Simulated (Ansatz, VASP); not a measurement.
Al2O3: VASP beside Ansatz

```xyz
5
Lattice="2.7996 0.0000 0.0000 0.0000 2.7996 0.0000 0.0000 0.0000 6.2521" Properties=species:S:1:pos:R:3 pbc="T T T"
Al    0.0000    0.0000    3.1260
Al    1.3998    1.3998    0.0000
O     0.0000    0.0000    0.0000
O     0.0000    1.3998    2.0624
O     1.3998    0.0000    4.1897
```

Alike in both runs: functional PBE; k mesh 4 × 4 × 6; occupations gaussian, width 0.1 eV; no spin polarisation.

Ansatz relaxed the structure, and its values are those at the end. VASP's run is a single point on that final structure, the one shown.

|  | VASP | Ansatz |
| --- | --- | --- |
| version | VASP 6.6.1 | Ansatz 0.2.0 |
| potentials or method | VASP PAW PBE potentials, release 64 (Al, O), cutoff 520 eV | scalar-relativistic, plane waves, PAW |
| valence electrons in the cell | 24 | 24 |

VASP gave:

```
gap on the k mesh at the Fermi level (eV) : 2.09
least direct gap on the mesh (eV)         : 2.27
pressure (GPa)                            : 0.1
rms of the force components (eV/Å)        : 0.005
```

Problem. Estimate Ansatz's values.

Solution. gap on the k mesh at the Fermi level (eV): 2.10; least direct gap on the mesh (eV): 2.28; pressure (GPa): 0.1; rms of the force components (eV/Å): 0.001.

With one functional, cell and mesh, what is left measures potentials, basis and numerics.

The k mesh is coarse, so the values compare programs but aren't converged.
